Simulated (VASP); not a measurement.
# Cu (I4/mmm) in VASP: further runs

Cu is run at these levels: revPBE, BLYP, PBE; tasks: single point.

All numbers are computed with VASP 6.6.1; they aren't measurements. Logs are shortened: lines on timing, memory, paths and dates and some standing lists are left out, and cuts for length are marked.

**1. The cell of the first run**

The structure is tetragonal, space group I4/mmm (No. 139). The conventional cell has a = 2.886 Å, b = 2.886 Å, c = 2.752 Å, α = 90.00°, β = 90.00°, γ = 90.00°. Within 3.2 Å of Cu (site symmetry 4/mmm) lie 14 Cu at 2.46 to 2.89 Å.

**2. Single point, revPBE**

INCAR reads:

```
SYSTEM = Cu
ALGO = Normal
EDIFF = 1E-7
ENCUT = 520
GGA = RE
ISIF = 2
ISMEAR = -1
LASPH = .TRUE.
LCHARG = .FALSE.
LREAL = .FALSE.
LWAVE = .FALSE.
NBANDS = 12
NELM = 80
PREC = Accurate
SIGMA = 0.05
```

KPOINTS reads:

```
k-points
0
G
  13 13 13
  0 0 0
```

POSCAR reads:

```
Cu
1.0
   -1.4427933200      1.4427933200      1.3760814500
    1.4427933200     -1.4427933200      1.3760814500
    1.4427933200      1.4427933200     -1.3760814500
Cu
1
Direct
    0.0000000000      0.0000000000      0.0000000000
```

Potentials or basis: VASP PAW PBE potentials, release 64 (Cu).

Started as:

```
> cat potpaw_PBE.64/Cu/POTCAR > POTCAR
> mpirun -np 1 vasp_std > vasp.out
```

OUTCAR:

```text
SYSTEM = Cu
   EDIFF = 1E-7
   ENCUT = 520
   GGA = RE
   ISIF = 2
   ISMEAR = -1
   LASPH = .TRUE.
   LREAL = .FALSE.
   NELM = 80
   PREC = Accurate

 ion  position               nearest neighbor table
   1  0.000  0.000  0.000-

  LATTYP: Found a body centered tetragonal cell.
 ALAT       =     2.8855866400
 C/A-ratio  =     0.9537620052

  Lattice vectors:

 A1 = (  -1.4427933200,   1.4427933200,   1.3760814500)
 A2 = (   1.4427933200,  -1.4427933200,   1.3760814500)
 A3 = (   1.4427933200,   1.4427933200,  -1.3760814500)

Analysis of symmetry for initial positions (statically):
=====================================================================
 Subroutine PRICEL returns:
 Original cell was already a primitive cell.

 Routine SETGRP: Setting up the symmetry group for a
 body centered tetragonal supercell.

 Subroutine GETGRP returns: Found 16 space group operations
 (whereof 16 operations were pure point group operations)
 out of a pool of 16 trial point group operations.

The static configuration has the point symmetry D_4h.

Analysis of symmetry for dynamics (positions and initial velocities):
=====================================================================
 Subroutine PRICEL returns:
 Original cell was already a primitive cell.

 Routine SETGRP: Setting up the symmetry group for a
 body centered tetragonal supercell.

 Subroutine GETGRP returns: Found 16 space group operations
 (whereof 16 operations were pure point group operations)
 out of a pool of 16 trial point group operations.

The dynamic configuration has the point symmetry D_4h.

 Subroutine INISYM returns: Found 16 space group operations
 (whereof 16 operations are pure point group operations),
 and found     1 'primitive' translations

----------------------------------------------------------------------------------------

                                     Primitive cell

  volume of cell :      11.4581

  direct lattice vectors                    reciprocal lattice vectors
    -1.442793320  1.442793320  1.376081450     0.000000000  0.346549983  0.363350585
     1.442793320 -1.442793320  1.376081450     0.346549983  0.000000000  0.363350585
     1.442793320  1.442793320 -1.376081450     0.346549983  0.346549983  0.000000000

  length of vectors
     2.461078074  2.461078074  2.461078074     0.502116060  0.502116060  0.490095685

  position of ions in fractional coordinates (direct lattice)
     0.000000000  0.000000000  0.000000000

  ion indices of the primitive-cell ions
   primitive index   ion index
                 1           1

----------------------------------------------------------------------------------------

 KPOINTS: k-points

Automatic generation of k-mesh.
 Grid dimensions read from file:
 generate k-points for:   13   13   13

 Generating k-lattice:

  Cartesian coordinates                     Fractional coordinates (reciprocal lattice)
     0.000000000  0.026657691  0.027950045     0.076923077 -0.000000000  0.000000000
     0.026657691  0.000000000  0.027950045    -0.000000000  0.076923077  0.000000000
     0.026657691  0.026657691  0.000000000     0.000000000  0.000000000  0.076923077

  Length of vectors
     0.038624312  0.038624312  0.037699668

  Shift w.r.t. Gamma in fractional coordinates (k-lattice)
     0.000000000  0.000000000  0.000000000

 Subroutine IBZKPT returns following result:
 ===========================================

 Found    196 irreducible k-points:

 Following reciprocal coordinates:
            Coordinates               Weight
  0.000000  0.000000  0.000000      1.000000
  0.076923  0.000000  0.000000      8.000000
  0.153846  0.000000  0.000000      8.000000
  0.230769 -0.000000  0.000000      8.000000
  0.307692  0.000000  0.000000      8.000000
  0.384615 -0.000000  0.000000      8.000000
[... 16 lines left out ...]
  0.384615  0.153846  0.000000     16.000000
  0.461538  0.153846  0.000000     16.000000
 [... further k-points ...]
   k-points           NKPTS =    196   k-points in BZ     NKDIM =    196   number of bands    NBANDS=     12
   number of dos      NEDOS =    301   number of ions     NIONS =      1
   total plane-waves  NPLWV =   5832
   dimension x,y,z NGX =    18 NGY =   18 NGZ =   18
   dimension x,y,z NGXF=    36 NGYF=   36 NGZF=   36
   ions per type =               1
   NGX,Y,Z   is equivalent  to a cutoff of  12.16, 12.16, 12.16 a.u.
   NGXF,Y,Z  is equivalent  to a cutoff of  24.32, 24.32, 24.32 a.u.
 SYSTEM =  Cu
   PREC   = accura    normal or accurate (medium, high low for compatibility)
   ISTART =      0    job   : 0-new  1-cont  2-samecut
   ICHARG =      2    charge: 1-file 2-atom 10-const
   ISPIN  =      1    spin polarized calculation?
   LNONCOLLINEAR =      F non collinear calculations
   LSORBIT =      F    spin-orbit coupling
   LASPH  =      T    aspherical Exc in radial PAW
   ENCUT  =  520.0 eV  38.22 Ry    6.18 a.u.   4.58  4.58  4.58*2*pi/ulx,y,z
   NELM   =     80;   NELMIN=  2; NELMDL= -5     # of ELM steps
   EDIFF  = 0.1E-06   stopping-criterion for ELM
   LREAL  =      F    real-space projection
   EDIFFG = 0.1E-05   stopping-criterion for IOM
   NSW    =      0    number of steps for IOM
   IBRION =     -1    ionic relax: 0-MD 1-quasi-New 2-CG
   NFREE  =      0    steps in history (QN), initial steepest desc. (CG)
   ISIF   =      2    stress and relaxation
   ISYM   =      2    0-nonsym 1-usesym 2-fastsym
   POTIM  = 0.5000    time-step for ionic-motion
   TEBEG  =    0.0;   TEEND  =   0.0 temperature during run
   PSTRESS=    0.0 pullay stress
   NELECT =      11.0000    total number of electrons
   NUPDOWN=      -1.0000    fix difference up-down
   EMIN   =  10.00;   EMAX   =-10.00  energy-range for DOS
   EFERMI =   0.00;   METHOD = LEGACY
   ISMEAR =    -1;   SIGMA  =   0.05  broadening in eV -4-tet -1-fermi 0-gaus
   EFERMI_NEDOS =   21; number of points for ismear=-14 and -15
   IALGO  =     38    algorithm
   IMIX   =      4    mixing-type and parameters
     AMIX     =   0.40;   BMIX     =  1.00
     AMIX_MAG =   1.60;   BMIX_MAG =  1.00
  volume/ion in A,a.u.               =      11.46        77.32
  Fermi-wavevector in a.u.,A,eV,Ry     =   1.614984  3.051878 35.486359  2.608174
  Thomas-Fermi vector in A             =   2.709805
   LORBIT       =      0    0 simple, 1 ext, 2 COOP (PROOUT), +10 PAW based schemes
   GGA     = RE    functional components
   LHFCALC =     F    Hartree Fock is set to
   AEXX    =    0.0000 exact exchange contribution
   IVDW    =     0    specifies the selected vdW correction
   LEPSILON=     F    determine dielectric tensor
   LRPA    =     F    only Hartree local field effects (RPA)
 non-spin polarized calculation
  energy-cutoff  :      520.00
  volume of cell :       11.46
 maximum number of plane-waves:       323
   NGX =  9   NGY =  9   NGZ =  9

 number of electron      10.9999998 magnetization

 Free energy of the ion-electron system (eV)
  ---------------------------------------------------
  ext. energy  EPLUGINS =         0.00000000
  ---------------------------------------------------
  free energy    TOTEN  =        -3.29160527 eV

  energy without entropy =       -3.28902750  energy(sigma->0) =       -3.29031638

 E-fermi :   8.0372     XC(G=0): -12.8036

 val. band max:        8.0157679479   @ k =  -0.0769  -0.4615   0.0769
 cond. band min:       8.0469949529   @ k =  -0.2308   0.4615   0.0769
 fundamental gap:      0.0312270050
 Fermi energy:         8.0371514790

 k-point     1 :       0.0000    0.0000    0.0000
  band No.  band energies     occupation
      1      -1.4924      2.00000
      2       4.7669      2.00000
      3       4.9614      2.00000
      4       4.9614      2.00000
      5       5.8288      2.00000
      6       6.0345      2.00000
      7      32.9199      0.00000
      8      32.9199      0.00000
      9      34.1610      0.00000
     10      37.0109      0.00000
     11      37.0992      0.00000
     12      37.0992      0.00000

 k-point     2 :       0.0769    0.0000    0.0000
  band No.  band energies     occupation
      1      -1.2557      2.00000
      2       4.7719      2.00000
      3       4.9545      2.00000
      4       5.0005      2.00000
      5       5.8289      2.00000
      6       6.0015      2.00000
      7      31.3754      0.00000
      8      32.3512      0.00000
      9      32.6555      0.00000
     10      34.8068      0.00000
     11      35.4619      0.00000
     12      36.1801      0.00000

 k-point     3 :       0.1538    0.0000    0.0000
  band No.  band energies     occupation
      1      -0.5627      2.00000
      2       4.6768      2.00000
      3       4.9164      2.00000
      4       5.2268      2.00000
      5       5.8252      2.00000
      6       5.9524      2.00000
      7      27.4416      0.00000
      8      30.6127      0.00000
      9      31.2007      0.00000
     10      32.4122      0.00000
     11      34.1897      0.00000
     12      36.6169      0.00000

 k-point     4 :       0.2308   -0.0000    0.0000
  band No.  band energies     occupation
      1       0.5167      2.00000
      2       4.5042      2.00000
      3       4.8548      2.00000
      4       5.6077      2.00000
      5       5.8307      2.00000
      6       5.9595      2.00000
      7      23.2667      0.00000
      8      28.7111      0.00000
      9      29.5435      0.00000
     10      30.9021      0.00000
     11      33.3444      0.00000
     12      37.8977      0.00000

 k-point     5 :       0.3077    0.0000    0.0000
  band No.  band energies     occupation
      1       1.7623      2.00000
      2       4.3186      2.00000
      3       4.9774      2.00000
      4       5.8682      2.00000
      5       6.0152      2.00000
      6       6.0489      2.00000
      7      19.3249      0.00000
      8      27.1569      0.00000
      9      27.7701      0.00000
     10      30.1296      0.00000
     11      32.8564      0.00000
     12      39.6351      0.00000
[... 228 lines left out ...]
      1       2.3253      2.00000
      2       4.3628      2.00000
      3       4.5805      2.00000
      4       5.7583      2.00000
      5       6.1610      2.00000
      6       6.6271      2.00000
      7      19.6521      0.00000
      8      22.1601      0.00000
      9      26.6345      0.00000
     10      32.5352      0.00000
     11      35.8211      0.00000
     12      38.1833      0.00000

 k-point    22 :       0.3077    0.1538   -0.0000
  band No.  band energies     occupation
      1       3.0675      2.00000
      2       4.2092      2.00000
      3       4.9120      2.00000
      4       5.8304      2.00000
      5       6.2441      2.00000
      6       7.6557      1.99903
      7      16.1417      0.00000
      8      21.0705      0.00000
      9      25.7454      0.00000
     10      32.1113      0.00000
     11      36.7496      0.00000
     12      38.3208      0.00000

 k-point    23 :       0.3846    0.1538    0.0000
  band No.  band energies     occupation
      1       3.2458      2.00000
      2       4.1392      2.00000
      3       5.2604      2.00000
      4       5.9028      2.00000
      5       6.3051      2.00000
      6       9.0815      0.00000
      7      13.4557      0.00000
      8      20.4471      0.00000
      9      25.3415      0.00000
     10      31.8680      0.00000
     11      37.3538      0.00000
     12      39.0770      0.00000

 k-point    24 :       0.4615    0.1538    0.0000
  band No.  band energies     occupation
      1       3.2422      2.00000
      2       4.1451      2.00000
      3       5.2557      2.00000
      4       5.9128      2.00000
      5       6.2534      2.00000
      6       8.9738      0.00000
      7      13.6430      0.00000
      8      20.3343      0.00000
      9      25.4741      0.00000
     10      31.8305      0.00000
     11      37.6228      0.00000
     12      39.9772      0.00000

 [... further k-points ...]

------------------------ aborting loop because EDIFF is reached ----------------------------------------

  FORCE on cell =-STRESS in cart. coord.  units (eV):
  Direction    XX          YY          ZZ          XY          YZ          ZX
  --------------------------------------------------------------------------------------
  -------------------------------------------------------------------------------------
  Total        0.8316381      0.8316381      0.8330187      0.0000000      0.0000000      0.0000000
  in kB      116.2873852    116.2873852    116.4804212      0.0000000      0.0000000      0.0000000
  external PRESSURE =     116.3517305 kB  Pullay stress =       0.0000000 kB

 VOLUME and BASIS-vectors are now :
 -----------------------------------------------------------------------------
  energy-cutoff  :      520.00
  volume of cell :       11.46
      direct lattice vectors                 reciprocal lattice vectors
    -1.442793320  1.442793320  1.376081450     0.000000000  0.346549983  0.363350585
     1.442793320 -1.442793320  1.376081450     0.346549983  0.000000000  0.363350585
     1.442793320  1.442793320 -1.376081450     0.346549983  0.346549983  0.000000000

 POSITION                                       TOTAL-FORCE (eV/Angst)
 -----------------------------------------------------------------------------------
      0.00000      0.00000      0.00000         0.000000     -0.000000      0.000000
 -----------------------------------------------------------------------------------
    total drift:                                0.000000      0.000000      0.000000

  FREE ENERGIE OF THE ION-ELECTRON SYSTEM (eV)
  ---------------------------------------------------
  free  energy   TOTEN  =        -3.2916052726 eV

  energy  without entropy=       -3.2890274952  energy(sigma->0) =       -3.29031638
```

Run time: 33 s. Hardware: 1 thread of Intel Xeon 8259CL, shared host; peak memory 0.14 GiB.

Results:

```
Free energy : -3.2916 eV
Pressure    : 11.6 GPa
```

Caveat: the PAW data sets were made with another functional, which shifts forces and pressure a little.

**3. Single point, BLYP**

INCAR reads:

```
PREC = Accurate
ENCUT = 520
EDIFF = 1E-6
ISMEAR = -1
SIGMA = 0.05
LREAL = False
LASPH = True
NELM = 80
ALGO = Normal
ISIF = 2
LWAVE = False
LCHARG = True
GGA = B5
ALDAX = 1.0
AGGAX = 1.0
AGGAC = 1.0
ALDAC = 0.0
LELF = True
LVHAR = True
NBANDS = 12
```

KPOINTS reads:

```
Automatic mesh
0
Gamma
  13 13 13
```

POSCAR is that of step 2.

Potentials or basis: VASP PAW PBE potentials, release 64 (Cu).

Started as:

```
> cat potpaw_PBE.64/Cu/POTCAR > POTCAR
> mpirun -np 1 vasp_std > vasp.out
```

It took 42 s on 1 thread of Intel Xeon 8259CL, shared host; peak memory 0.13 GiB.

It converged, with:

| Property | Result |
| --- | --- |
| Free energy | -2.8905 eV |
| Pressure | 16.7 GPa |

Stress tensor (GPa, compression positive):
```
16.95  0.00  0.00
 0.00 16.95  0.00
 0.00  0.00 16.24
```

Levels at points of the mesh, in eV from the Fermi level:
```csv
k point,band 4,band 5,band 6,band 7,band 8,band 9
"(0.00, 0.00, 0.00)",-3.20,-2.33,-2.12,25.18,25.18,26.46
```

Caveat: the PAW data sets were made with another functional, which shifts forces and pressure a little.

**4. Single point, PBE**

INCAR reads:

```
PREC = Accurate
ENCUT = 520
EDIFF = 1E-6
ISMEAR = 0
SIGMA = 0.012
LREAL = F
LASPH = T
NELM = 80
ALGO = Normal
ISIF = 2
LWAVE = F
LCHARG = F
GGA = PE
NBANDS = 12
```

KPOINTS reads:

```
regular mesh
0
Gamma
  13 13 13
```

POSCAR is that of step 3.

Started as:

```
> cat potpaw_PBE.64/Cu/POTCAR > POTCAR
> mpirun -np 1 vasp_std > vasp.out
```

Run time: 35 s. Hardware: 1 thread of Intel Xeon 8259CL, shared host; peak memory 0.13 GiB.

It converged, with:

- Free energy: -3.6825 eV
- Pressure: 7.8 GPa

Stress tensor (GPa, compression positive):
```
7.86 0.00 0.00
0.00 7.86 0.00
0.00 0.00 7.76
```

Levels at points of the mesh, in eV from the Fermi level:
| k point | band 3 | band 4 | band 5 | band 6 | band 7 | band 8 | band 9 | band 10 |
| --- | --- | --- | --- | --- | --- | --- | --- | --- |
| (0.00, 0.00, 0.00) | -3.06 | -3.06 | -2.19 | -1.98 | 24.93 | 24.93 | 26.18 | 29.00 |

**5. Single point, PBE**

INCAR reads:

```
SYSTEM = Cu
  ALGO = Normal
  EDIFF = 1E-7
  ENCUT = 520
  GGA = PE
  ISIF = 2
  ISMEAR = 0
  LASPH = .True.
  LCHARG = .True.
  LELF = .True.
  LREAL = .False.
  LVHAR = .True.
  LWAVE = .False.
  NBANDS = 12
  NELM = 100
  PREC = Accurate
  SIGMA = 0.013000000000000001
```

KPOINTS reads:

```
k-points
0
Gamma
  13 13 13
  0 0 0
```

POSCAR is that of step 4.

Started as:

```
> cat potpaw_PBE.64/Cu/POTCAR > POTCAR
> mpirun -np 1 vasp_std > vasp.out
```

Run time: 41 s. Hardware: 1 thread of Intel Xeon 8259CL, shared host; peak memory 0.14 GiB.

It converged, with:

```
Free energy : -3.6825 eV
Pressure    : 7.8 GPa
```

Stress tensor (GPa, compression positive):
```
7.84 0.00 0.00
0.00 7.84 0.00
0.00 0.00 7.76
```

Levels at points of the mesh, in eV from the Fermi level:
| k point | band 2 | band 3 | band 4 | band 5 | band 6 | band 7 | band 8 | band 9 | band 10 | band 11 |
| --- | --- | --- | --- | --- | --- | --- | --- | --- | --- | --- |
| (0.00, 0.00, 0.00) | -3.26 | -3.06 | -3.06 | -2.19 | -1.98 | 24.93 | 24.93 | 26.18 | 29.00 | 29.00 |

**6. The runs side by side**

| level | smearing | gap on the mesh (eV) | pressure (GPa) |
| --- | --- | --- | --- |
| revPBE | fermi-dirac 0.05 eV | none | 11.6 |
| BLYP | fermi-dirac 0.05 eV | none | 16.7 |
| PBE | gaussian 0.012 eV | none | 7.8 |
| PBE | gaussian 0.013 eV | none | 7.8 |

Alike in all rows: task single point; potentials or basis VASP PAW PBE potentials, release 64 (Cu); no spin polarisation; cell as given; k mesh 13 × 13 × 13; cutoff (eV) 520.

Every run on the cell as given and a fine mesh finds a metal. The pressure there spans 7.8 GPa (PBE) to 16.7 GPa (BLYP); a positive pressure means that this level wants a larger cell, a negative one a smaller.

Caveats: the PAW data sets were made with another functional, which shifts forces and pressure a little (some runs).

Total energies depend on the potentials used, so only differences within one code and one set of settings carry meaning.
